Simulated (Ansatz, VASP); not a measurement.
**One calculation of AlInSb2, two programs**

The input INCAR:

```
SYSTEM = AlInSb2
  PREC = Accurate
  ENCUT = 520
  EDIFF = 1E-7
  ISMEAR = 0
  SIGMA = 0.05
  LREAL = .FALSE.
  LASPH = .TRUE.
  NELM = 80
  ALGO = Normal
  ISIF = 2
  LWAVE = .FALSE.
  LCHARG = .FALSE.
  GGA = CA
  NBANDS = 21
```

Contents of KPOINTS:

```
Automatic mesh
0
G
  8 8 6
  0 0 0
```

POSCAR

```
AlInSb2
1.0
    4.4375919547      0.0000000000      0.0000000000
    0.0000000000      4.4375919547      0.0000000000
    0.0000000000      0.0000000000      6.2673789797
Al In Sb
1 1 2
Direct
    0.0000000000      0.0000000000      0.0000000000
    0.5000000000      0.5000000000      0.5000000000
    0.0000000000      0.5000000000      0.1940770864
    0.5000000000      0.0000000000      0.8059229136
```

Input for Ansatz:

```yaml
crystal:
  lattice:
    - [4.4375919547, 0.0, 0.0]
    - [0.0, 4.4375919547, 0.0]
    - [0.0, 0.0, 6.2673789797]
  atoms:
    - { symbol: Al, position: [0.0, 0.0, 0.0] }
    - { symbol: In, position: [0.5, 0.5, 0.5] }
    - { symbol: Sb, position: [0.0, 0.5, 0.1940770864] }
    - { symbol: Sb, position: [0.5, 0.0, 0.8059229136] }
basis:
  ecutwfc: 420
kpoints:
  mp_grid: { grid: [8, 8, 6] }
hamiltonian:
  xc: lda
  pseudopotentials: { kind: paw }
scf:
  occupations: { method: gaussian, width: 0.05 }
output:
  forces: true
  stress: true
  eigenvalues: true
```

Alike in both runs: task single point; functional LDA; k mesh 8 × 8 × 6; occupations gaussian, width 0.05 eV; no spin polarisation.

|  | VASP | Ansatz |
| --- | --- | --- |
| version | VASP 6.6.1 | Ansatz 0.2.0 |
| potentials or method | VASP PAW LDA potentials, release 64 (Al, In_d, Sb), cutoff 520 eV | scalar-relativistic, plane waves, PAW |
| valence electrons in the cell | 26 | 46 |

```csv
,VASP,Ansatz,Ansatz less VASP
gap on the k mesh at the Fermi level (eV),none,none,-
pressure (GPa),1.2,1.0,-0.27
"traceless stress, the component that is largest in VASP (GPa)",-2.17,-2.10,+0.067
rms of the force components (eV/Å),0.905,0.886,-0.0192
```

LDA's correlation is that of Perdew and Zunger in VASP and of Perdew and Wang (1992) in Ansatz. Atom by atom the forces differ by 0.019 eV/Å (rms over components). A gap of «none» marks a metal or a gap that the smearing closes. VASP's potentials hold 26 valence electrons a cell and Ansatz's 46, so a difference there can come from the potentials and not from the codes.

Spin-orbit coupling is off throughout.
